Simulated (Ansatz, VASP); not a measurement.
# One calculation of YV, two programs

```
V Y
1.0
     3.61524    0.00000    0.00000
     0.00000    3.61524    0.00000
     0.00000    0.00000    3.61644
V Y
1 1
Cartesian
  0.0000 0.0000 0.0000
  1.8076 1.8076 1.8082
```

Alike in both runs: task relaxation of cell and atoms; functional PBE; k mesh 14 × 14 × 10; occupations gaussian, width 0.1 eV; no spin polarisation.

|  | VASP | Ansatz |
| --- | --- | --- |
| version | VASP 6.6.1 | Ansatz 0.2.0 |
| potentials or method | VASP PAW PBE potentials, release 64 (V_sv, Y_sv), cutoff 600 eV | scalar-relativistic, plane waves, PAW |
| valence electrons in the cell | 24 | 24 |

Ansatz gave:

| Property | Result |
| --- | --- |
| gap on the k mesh at the Fermi level, each at its own relaxed structure (eV) | none |
| relaxed volume (Å³/atom) | 21.70 |
| relaxed cell length with the largest relative difference (Å) | 4.258 |

Question: What did VASP give for the same quantities?

Answer: gap on the k mesh at the Fermi level, each at its own relaxed structure (eV): none; relaxed volume (Å³/atom): 21.56; relaxed cell length with the largest relative difference (Å): 3.513.

A gap of «none» marks a metal or a gap that the smearing closes. One of these differences is far larger than is usual between the two programs; its cause wasn't traced.
